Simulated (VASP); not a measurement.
Wanted: the native input for a VASP 6.6.1 run.

```yaml
Task: single point
Functional: HSE06
Potentials_or_basis: VASP PAW PBE potentials, release 64 (Mg, O)
Cutoff: 520 eV
k_mesh: 6 × 6 × 6
Occupations: gaussian, width 0.01 eV
Spin: no spin polarisation
Dipole_correction: no
Grid_for_exact_exchange_PRECFOCK: Normal
Further_INCAR_settings: ALGO = Normal; EDIFF = 1e-06; NBANDS = 11
Screening_parameter: 0.2079 1/Å
```

The system is MgO.

```
CELL_PARAMETERS angstrom
0.00000 2.10217 2.10217
2.10217 0.00000 2.10217
2.10217 2.10217 0.00000
ATOMIC_POSITIONS crystal
Mg 0.00000 0.00000 0.00000
O 0.50000 0.50000 0.50000
```

The input as run:

POSCAR

```
MgO
1.0
    0.0000000000      2.1021674168      2.1021674168
    2.1021674168      0.0000000000      2.1021674168
    2.1021674168      2.1021674168      0.0000000000
Mg O
1 1
Direct
    0.0000000000      0.0000000000      0.0000000000
    0.5000000000      0.5000000000      0.5000000000
```

INCAR.step1

```
SYSTEM = MgO
ALGO = Normal
EDIFF = 1E-5
ENCUT = 520
GGA = PE
ISIF = 2
ISMEAR = 0
LASPH = .TRUE.
LCHARG = .FALSE.
LREAL = .FALSE.
LWAVE = .TRUE.
NBANDS = 11
NELM = 80
PREC = Accurate
SIGMA = 0.01
```

INCAR.step2

```
SYSTEM = MgO
ALGO = Normal
EDIFF = 1E-6
ENCUT = 520
GGA = PE
HFSCREEN = 0.2079
ISIF = 2
ISMEAR = 0
ISTART = 1
LASPH = .TRUE.
LCHARG = .FALSE.
LHFCALC = .TRUE.
LREAL = .FALSE.
LWAVE = .FALSE.
NBANDS = 11
NELM = 80
PREC = Accurate
PRECFOCK = Normal
SIGMA = 0.01
```

KPOINTS

```
k-points
0
G
  6 6 6
  0 0 0
```

Potentials or basis: VASP PAW PBE potentials, release 64 (Mg, O).

Run with:

```bash
$ cat potpaw_PBE.64/Mg/POTCAR potpaw_PBE.64/O/POTCAR > POTCAR
$ cp INCAR.step1 INCAR
$ mpirun -np 1 vasp_std > vasp.out
$ cp INCAR.step2 INCAR
$ mpirun -np 1 vasp_std > vasp.out
```

It gave:

```yaml
Pressure: -0.6 GPa
Band_gap_on_the_k_mesh: 6.50 eV, direct
```

Caveat: the k points lie up to 0.43 Å⁻¹ apart; the PAW data sets were made with another functional, which shifts forces and pressure a little.

It used 930 s of CPU time on 1 thread of AMD EPYC 7R13 Processor (Zen 3), with other jobs on the host.
